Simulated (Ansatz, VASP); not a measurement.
# KTaO3 in VASP and in Ansatz

```xyz
5
Lattice="3.8369 0.0000 0.0000 0.0000 4.3066 0.0000 0.0000 0.0000 4.0249" Properties=species:S:1:pos:R:3 pbc="T T T"
K     1.9184    2.1533    2.0124
Ta    0.0000    0.0000    0.0000
O     1.9184    0.0000    0.0000
O     0.0000    2.1533    0.0000
O     0.0000    0.0000    2.0124
```

Change from the starting cell: normal strain along x -0.0467, normal strain along y +0.0700.

Alike in both runs: task single point; functional PBE; k mesh 8 × 8 × 8; occupations gaussian, width 0.05 eV; no spin polarisation.

|  | VASP | Ansatz |
| --- | --- | --- |
| version | VASP 6.6.1 | Ansatz 0.2.0 |
| potentials or method | VASP PAW PBE potentials, release 64 (K_sv, Ta_pv, O), cutoff 520 eV | scalar-relativistic, plane waves, PAW |
| valence electrons in the cell | 38 | 40 |

VASP gave:

| Quantity | Value |
| --- | --- |
| gap on the k mesh at the Fermi level (eV) | 1.88 |
| least direct gap on the mesh (eV) | 2.34 |
| pressure (GPa) | 0.4 |
| traceless stress, the component that is largest in VASP (GPa) | 18.93 |

Question: What did Ansatz give for the same quantities?

Answer: gap on the k mesh at the Fermi level (eV): 1.92; least direct gap on the mesh (eV): 2.38; pressure (GPa): -0.2; traceless stress, the component that is largest in VASP (GPa): 18.62.

The functional is the same, so the differences come from potentials, cutoffs and numerics. VASP's potentials hold 38 valence electrons a cell and Ansatz's 40, so a difference there can come from the potentials and not from the codes.

Neither program's run includes spin-orbit coupling.
